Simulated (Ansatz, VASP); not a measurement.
Two plane-wave programs on W

The input POSCAR:

```
W
1.0
    2.8096620000      0.0000000000      0.0000000000
    0.0000000000      4.8638700000      0.0000000000
    0.0000000000      0.0000000000      4.9236950000
W
4
Direct
    0.7931720000      0.9368430000      0.7500000000
    0.2068280000      0.4368430000      0.7500000000
    0.2068280000      0.0631570000      0.2500000000
    0.7931720000      0.5631570000      0.2500000000
```

INCAR.step1

```
SYSTEM = W
ALGO = Normal ; EDIFF = 1E-4
ENCUT = 520 ; GGA = PE
ISMEAR = -1 ; LASPH = .True.
LCHARG = .False. ; LREAL = .False.
LWAVE = .True. ; NBANDS = 36
NELM = 80 ; PREC = Accurate
SIGMA = 0.05
```

Contents of INCAR.step2:

```
SYSTEM = W
ALGO = Normal ; EDIFF = 1E-6
ENCUT = 520 ; ISIF = 2
ISMEAR = -1 ; ISTART = 1
LASPH = .True. ; LCHARG = .False.
LMIXTAU = .True. ; LREAL = .False.
LWAVE = .False. ; METAGGA = R2SCAN
NBANDS = 36 ; NELM = 80
PREC = Accurate ; SIGMA = 0.05
```

KPOINTS

```
k-points
0
Gamma
  9 6 6
  0 0 0
```

File input.yaml:

```yaml
crystal:
  lattice:
    - [2.809662, 0.0, 0.0]
    - [0.0, 4.86387, 0.0]
    - [0.0, 0.0, 4.923695]
  atoms:
    - { symbol: W, position: [0.793172, 0.936843, 0.75] }
    - { symbol: W, position: [0.206828, 0.436843, 0.75] }
    - { symbol: W, position: [0.206828, 0.063157, 0.25] }
    - { symbol: W, position: [0.793172, 0.563157, 0.25] }
hamiltonian:
  xc: r2scan
  pseudopotentials: { kind: paw }
kpoints:
  mp_grid: { grid: [9, 6, 6] }
scf:
  occupations: { method: fermi_dirac, width: 0.05 }
output:
  forces: true
  stress: true
  eigenvalues: true
  write_density: true
  write_potential: true
  elf: true
  volumetric_format: npy
```

Alike in both runs: task single point; functional r2SCAN; k mesh 9 × 6 × 6; occupations fermi-dirac, width 0.05 eV; no spin polarisation.

|  | VASP | Ansatz |
| --- | --- | --- |
| version | VASP 6.6.1 | Ansatz 0.2.0 |
| potentials or method | VASP PAW PBE potentials, release 64 (W_sv) | Ansatz PAW |
| plane-wave cutoff (eV) | 520 | 500 |
| valence electrons in the cell | 56 | 56 |

|  | VASP | Ansatz | Ansatz less VASP |
| --- | --- | --- | --- |
| gap on the k mesh at the Fermi level (eV) | none | none | - |
| pressure (GPa) | -6.0 | -7.0 | -0.96 |
| traceless stress, the component that is largest in VASP (GPa) | 1.26 | 1.22 | -0.039 |
| rms of the force components (eV/Å) | 0.085 | 0.086 | +0.0013 |

VASP's potentials were made for PBE, not for r2SCAN. Atom by atom the forces differ by 0.001 eV/Å (rms over components). A gap of «none» marks a metal or a gap that the smearing closes. With one functional, cell and mesh, what is left measures potentials, basis and numerics.

Spin-orbit coupling is off throughout.
